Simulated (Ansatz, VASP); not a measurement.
# GaN: VASP beside Ansatz

```
Ga N
1.0
     0.00000    2.13524    2.13524
     2.13524    0.00000    2.13524
     2.13524    2.13524    0.00000
Ga N
1 1
Direct
  0.00000 0.00000 0.00000
  0.50000 0.50000 0.50000
```

Alike in both runs: functional r2SCAN50; k mesh 6 × 6 × 6; occupations fermi-dirac, width 0.05 eV; no spin polarisation.

|  | VASP | Ansatz |
| --- | --- | --- |
| version | VASP 6.6.1 | Ansatz 0.2.0 |
| potentials or method | VASP PAW PBE potentials, release 64 (Ga_d, N) | Ansatz PAW |
| plane-wave cutoff (eV) | 520 | 500 |
| valence electrons in the cell | 18 | 18 |
| task | single point | band structure |

```csv
,VASP,Ansatz,Ansatz less VASP
gap on the k mesh at the Fermi level (eV),4.64,4.58,-0.059
least direct gap on the mesh (eV),6.71,6.62,-0.090
pressure (GPa),-19.0,-20.1,-1.10
```

VASP's potentials were made for PBE, not for r2SCAN50.

The k mesh is coarse, so the values compare programs but aren't converged.
